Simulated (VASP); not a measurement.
# Cu (Im-3m) in VASP: further runs

Runs on Cu. Level: LDA. Tasks: density of states.

All numbers are computed with VASP 6.6.1; they aren't measurements. Logs are shortened: lines on timing, memory, paths and dates and some standing lists are left out, and cuts for length are marked.

**1. The cell of the first run**

Symmetry: Im-3m, No. 229, cubic system. The conventional cell has a = 2.060 Å, b = 2.060 Å, c = 2.060 Å, α = 90.00°, β = 90.00°, γ = 90.00°. Within 2.4 Å of Cu (site symmetry m-3m) lie 14 Cu at 1.78 to 2.06 Å.

**2. Density of states, LDA (volume scaled by 0.4)**

Input file POSCAR:

```
Cu
1.0
   -1.0301544603      1.0301544603      1.0301544603
    1.0301544603     -1.0301544603      1.0301544603
    1.0301544603      1.0301544603     -1.0301544603
Cu
1
Direct
    0.0000000000      0.0000000000      0.0000000000
```

Input file INCAR.step1:

```
  PREC = Accurate
  ENCUT = 520
  EDIFF = 1E-6
  ISMEAR = -1
  SIGMA = 0.08
  LREAL = F
  LASPH = T
  NELM = 100
  ALGO = Normal
  ISIF = 2
  LWAVE = F
  LCHARG = T
  LMAXMIX = 4
  NBANDS = 12
```

Input file KPOINTS.step1:

```
Automatic mesh
0
Gamma
  19 19 19
```

Input file INCAR.step2:

```
  PREC = Accurate
  ENCUT = 520
  EDIFF = 1E-6
  ISMEAR = -5
  SIGMA = 0.08
  LREAL = F
  LASPH = T
  NELM = 100
  ALGO = Normal
  ISIF = 2
  LWAVE = F
  LCHARG = F
  LMAXMIX = 4
  LORBIT = 10
  NEDOS = 1001
  ICHARG = 11
```

Input file KPOINTS.step2:

```
Automatic mesh
0
Gamma
  29 29 29
```

Potentials or basis: VASP PAW LDA potentials, release 64 (Cu).

Command:

```bash
$ cat potpaw_LDA.64/Cu/POTCAR > POTCAR
$ cp INCAR.step1 INCAR
$ cp KPOINTS.step1 KPOINTS
$ mpirun -np 1 vasp_std > vasp.out
$ cp INCAR.step2 INCAR
$ cp KPOINTS.step2 KPOINTS
$ mpirun -np 1 vasp_std > vasp.out
```

OUTCAR:

```text
PREC = Accurate
   ENCUT = 520
   EDIFF = 1E-6
   ISMEAR = -5
   LREAL = F
   LASPH = T
   NELM = 100
   ISIF = 2
   LORBIT = 10
   ICHARG = 11

 ion  position               nearest neighbor table
   1  0.000  0.000  0.000-

  LATTYP: Found a body centered cubic cell.
 ALAT       =     2.0603089206

  Lattice vectors:

 A1 = (  -1.0301544603,   1.0301544603,   1.0301544603)
 A2 = (   1.0301544603,  -1.0301544603,   1.0301544603)
 A3 = (   1.0301544603,   1.0301544603,  -1.0301544603)

Analysis of symmetry for initial positions (statically):
=====================================================================
 Subroutine PRICEL returns:
 Original cell was already a primitive cell.

 Routine SETGRP: Setting up the symmetry group for a
 body centered cubic supercell.

 Subroutine GETGRP returns: Found 48 space group operations
 (whereof 48 operations were pure point group operations)
 out of a pool of 48 trial point group operations.

The static configuration has the point symmetry O_h .

Analysis of symmetry for dynamics (positions and initial velocities):
=====================================================================
 Subroutine PRICEL returns:
 Original cell was already a primitive cell.

 Routine SETGRP: Setting up the symmetry group for a
 body centered cubic supercell.

 Subroutine GETGRP returns: Found 48 space group operations
 (whereof 48 operations were pure point group operations)
 out of a pool of 48 trial point group operations.

The dynamic configuration has the point symmetry O_h .

 Subroutine INISYM returns: Found 48 space group operations
 (whereof 48 operations are pure point group operations),
 and found     1 'primitive' translations

----------------------------------------------------------------------------------------

                                     Primitive cell

  volume of cell :       4.3729

  direct lattice vectors                    reciprocal lattice vectors
    -1.030154460  1.030154460  1.030154460     0.000000000  0.485364107  0.485364107
     1.030154460 -1.030154460  1.030154460     0.485364107  0.000000000  0.485364107
     1.030154460  1.030154460 -1.030154460     0.485364107  0.485364107  0.000000000

  length of vectors
     1.784279865  1.784279865  1.784279865     0.686408503  0.686408503  0.686408503

  position of ions in fractional coordinates (direct lattice)
[... 85 lines left out ...]
   ISIF   =      2    stress and relaxation
   ISYM   =      2    0-nonsym 1-usesym 2-fastsym
   POTIM  = 0.5000    time-step for ionic-motion
   TEBEG  =    0.0;   TEEND  =   0.0 temperature during run
   PSTRESS=    0.0 pullay stress
   NELECT =      11.0000    total number of electrons
   NUPDOWN=      -1.0000    fix difference up-down
   EMIN   =  10.00;   EMAX   =-10.00  energy-range for DOS
   EFERMI =   0.00;   METHOD = LEGACY
   ISMEAR =    -5;   SIGMA  =   0.08  broadening in eV -4-tet -1-fermi 0-gaus
   EFERMI_NEDOS =   21; number of points for ismear=-14 and -15
   IALGO  =     38    algorithm
   IMIX   =      4    mixing-type and parameters
     AMIX     =   0.40;   BMIX     =  1.00
     AMIX_MAG =   1.60;   BMIX_MAG =  1.00
  volume/ion in A,a.u.               =       4.37        29.51
  Fermi-wavevector in a.u.,A,eV,Ry     =   2.226469  4.207417 67.446333  4.957166
  Thomas-Fermi vector in A             =   3.181722
   LORBIT       =     10    0 simple, 1 ext, 2 COOP (PROOUT), +10 PAW based schemes
   GGA     = CA    functional components
   LHFCALC =     F    Hartree Fock is set to
   AEXX    =    0.0000 exact exchange contribution
   IVDW    =     0    specifies the selected vdW correction
   LEPSILON=     F    determine dielectric tensor
   LRPA    =     F    only Hartree local field effects (RPA)
 non-spin polarized calculation
 Fermi weights with tetrahedron method with Bloechl corrections
  energy-cutoff  :      520.00
  volume of cell :        4.37
 maximum number of plane-waves:       135
 NGX is ok and might be reduce to    14

 number of electron      11.0000013 magnetization

 Free energy of the ion-electron system (eV)
  ---------------------------------------------------
  ext. energy  EPLUGINS =         0.00000000
  ---------------------------------------------------
  free energy    TOTEN  =         9.10315198 eV

  energy without entropy =        9.10315198  energy(sigma->0) =        9.10315198

 E-fermi :  31.0303     XC(G=0): -20.0433

 val. band max:       31.0298756228   @ k =   0.2069   0.2069   0.0690
 cond. band min:      31.0505074914   @ k =  -0.3448   0.3448   0.2414
 fundamental gap:      0.0206318686
 Fermi energy:        31.0302897497

 k-point     1 :       0.0000    0.0000    0.0000
  band No.  band energies     occupation
      1      10.2859      2.00000
      2      20.0473      2.00000
      3      20.0473      2.00000
      4      20.0473      2.00000
      5      24.1988      2.00000
      6      24.1988      2.00000
      7      61.5472      0.00000
      8      61.5472      0.00000
      9      61.5472      0.00000
[... 265 lines left out ...]
 k-point    24 :       0.3103    0.0345   -0.0000
  band No.  band energies     occupation
      1      14.2452      2.00000
      2      17.5485      2.00000
      3      21.6080      2.00000
      4      23.8870      2.00000
      5      24.7509      2.00000
      6      25.5734      2.00000
      7      50.1480      0.00000
      8      55.8587      0.00000
      9      66.7330      0.00000

 [... further k-points ...]

------------------------ aborting loop because EDIFF is reached ----------------------------------------

  FORCE on cell =-STRESS in cart. coord.  units (eV):
  Direction    XX          YY          ZZ          XY          YZ          ZX
  --------------------------------------------------------------------------------------
  -------------------------------------------------------------------------------------
  Total       44.3199022     44.3199022     44.3199022      0.0000000      0.0000000      0.0000000
  in kB    16238.3666369  16238.3666369  16238.3666369      0.0000000      0.0000000      0.0000000
  external PRESSURE =   16238.3666369 kB  Pullay stress =       0.0000000 kB

 VOLUME and BASIS-vectors are now :
 -----------------------------------------------------------------------------
  energy-cutoff  :      520.00
  volume of cell :        4.37
      direct lattice vectors                 reciprocal lattice vectors
    -1.030154460  1.030154460  1.030154460     0.000000000  0.485364107  0.485364107
     1.030154460 -1.030154460  1.030154460     0.485364107  0.000000000  0.485364107
     1.030154460  1.030154460 -1.030154460     0.485364107  0.485364107  0.000000000

 POSITION                                       TOTAL-FORCE (eV/Angst)
 -----------------------------------------------------------------------------------
      0.00000      0.00000      0.00000         0.000000      0.000000      0.000000
 -----------------------------------------------------------------------------------
    total drift:                               -0.000000     -0.000000      0.000000

  FREE ENERGIE OF THE ION-ELECTRON SYSTEM (eV)
  ---------------------------------------------------
  free  energy   TOTEN  =         9.1031519847 eV

  energy  without entropy=        9.1031519847  energy(sigma->0) =        9.10315198

 total charge

# of ion       s       p       d       tot
------------------------------------------
    1        1.122   2.001  10.191  13.314
```

OUTCAR.step1:

```text
PREC = Accurate
   ENCUT = 520
   EDIFF = 1E-6
   ISMEAR = -1
   LREAL = F
[... 575 lines left out ...]

 POSITION                                       TOTAL-FORCE (eV/Angst)
 -----------------------------------------------------------------------------------
      0.00000      0.00000      0.00000         0.000000      0.000000      0.000000
 -----------------------------------------------------------------------------------
    total drift:                               -0.000000     -0.000000     -0.000000

  FREE ENERGIE OF THE ION-ELECTRON SYSTEM (eV)
  ---------------------------------------------------
  free  energy   TOTEN  =         9.1026267853 eV

  energy  without entropy=        9.1055342180  energy(sigma->0) =        9.10408050
```

Wall time 16 s (1 thread of Intel Xeon 6975P-C (Granite Rapids), shared host); peak memory 0.18 GiB.

Caveat: the cell differs from its parent crystal (volume scaled by 0.4); tetrahedron occupations give inexact forces and stress in metals.

**3. Density of states, LDA**

This run uses another cell than the first one, of 10.93 Å³/atom, 2.500 times its volume.

Input file POSCAR:

```
Cu
1.0
   -1.3981347074      1.3981347074      1.3981347074
    1.3981347074     -1.3981347074      1.3981347074
    1.3981347074      1.3981347074     -1.3981347074
Cu
1
Direct
    0.0000000000      0.0000000000      0.0000000000
```

Input file INCAR.step1:

```
SYSTEM = Cu
PREC     = Accurate       ! precision mode
ENCUT    = 520            ! plane-wave cutoff, eV
EDIFF    = 1E-6           ! SCF threshold, eV
ISMEAR   = -1             ! smearing method
SIGMA    = 0.08           ! smearing width, eV
LREAL    = .FALSE.        ! projectors in reciprocal space
LASPH    = .TRUE.         ! aspherical terms in the spheres
NELM     = 80             ! most SCF steps
ALGO     = Normal         ! electronic algorithm
ISIF     = 2              ! what is computed and relaxed
LWAVE    = .FALSE.        ! write WAVECAR
LCHARG   = .TRUE.         ! write CHGCAR
LMAXMIX  = 4              ! l up to which the mixer works
GGA      = CA             ! functional
NBANDS   = 12             ! bands
```

Input file KPOINTS.step1:

```
Automatic mesh
0
G
  19 19 19
  0 0 0
```

Input file INCAR.step2:

```
SYSTEM = Cu
PREC     = Accurate       ! precision mode
ENCUT    = 520            ! plane-wave cutoff, eV
EDIFF    = 1E-6           ! SCF threshold, eV
ISMEAR   = -5             ! smearing method
SIGMA    = 0.08           ! smearing width, eV
LREAL    = .FALSE.        ! projectors in reciprocal space
LASPH    = .TRUE.         ! aspherical terms in the spheres
NELM     = 80             ! most SCF steps
ALGO     = Normal         ! electronic algorithm
ISIF     = 2              ! what is computed and relaxed
LWAVE    = .FALSE.        ! write WAVECAR
LCHARG   = .FALSE.        ! write CHGCAR
LMAXMIX  = 4              ! l up to which the mixer works
GGA      = CA             ! functional
LORBIT   = 11             ! projections on sites
NBANDS   = 12             ! bands
NEDOS    = 2001           ! points of the DOS
ICHARG   = 11             ! starting density
```

Input file KPOINTS.step2:

```
Automatic mesh
0
G
  29 29 29
  0 0 0
```

Potentials or basis: VASP PAW LDA potentials, release 64 (Cu).

Command:

```bash
$ cat potpaw_LDA.64/Cu/POTCAR > POTCAR
$ cp INCAR.step1 INCAR
$ cp KPOINTS.step1 KPOINTS
$ mpirun -np 1 vasp_std > vasp.out
$ cp INCAR.step2 INCAR
$ cp KPOINTS.step2 KPOINTS
$ mpirun -np 1 vasp_std > vasp.out
```

Run time: 54 s. Hardware: 1 thread of Intel Xeon 6975P-C, shared host; peak memory 0.26 GiB.

The run converged. Its results:

```yaml
Valence_electrons_inside_the_program's_atomic_spheres: Cu 10.11
```

Levels at points of the mesh, in eV from the Fermi level:
```csv
k point,band 4,band 5,band 6,band 7,band 8,band 9
"(0.00, 0.00, 0.00)",-3.42,-2.26,-2.26,25.86,25.86,25.86
```

Caveat: tetrahedron occupations give inexact forces and stress in metals.

**4. Density of states, LDA**

This run uses another cell than the first one, of 10.93 Å³/atom, 2.500 times its volume.

POSCAR is that of step 3.

Input file INCAR.step1:

```
PREC = Accurate
ENCUT = 520
EDIFF = 1E-6
ISMEAR = -1
SIGMA = 0.08
LREAL = F
LASPH = T
NELM = 80
ALGO = Normal
ISIF = 2
LWAVE = F
LCHARG = T
LMAXMIX = 4
GGA = CA
NBANDS = 12
```

Input file KPOINTS.step1:

```
regular mesh
0
Gamma
  19 19 19
```

Input file INCAR.step2:

```
PREC = Accurate
ENCUT = 520
EDIFF = 1E-6
ISMEAR = -5
SIGMA = 0.08
LREAL = F
LASPH = T
NELM = 80
ALGO = Normal
ISIF = 2
LWAVE = F
LCHARG = F
LMAXMIX = 4
GGA = CA
LORBIT = 10
NEDOS = 1001
ICHARG = 11
```

Input file KPOINTS.step2:

```
regular mesh
0
Gamma
  29 29 29
```

Command:

```bash
$ cat potpaw_LDA.64/Cu/POTCAR > POTCAR
$ cp INCAR.step1 INCAR
$ cp KPOINTS.step1 KPOINTS
$ mpirun -np 1 vasp_std > vasp.out
$ cp INCAR.step2 INCAR
$ cp KPOINTS.step2 KPOINTS
$ mpirun -np 1 vasp_std > vasp.out
```

Run time: 56 s. Hardware: 1 thread of Intel Xeon 6975P-C, shared host; peak memory 0.23 GiB.

Results (log left out):

```yaml
Valence_electrons_inside_the_program's_atomic_spheres: Cu 10.11
```

Levels at points of the mesh, in eV from the Fermi level:
```tsv
k point	band 3	band 4	band 5	band 6	band 7	band 8	band 9
(0.00, 0.00, 0.00)	-3.42	-3.42	-2.26	-2.26	25.86	25.86	25.86
```

Caveat: tetrahedron occupations give inexact forces and stress in metals.
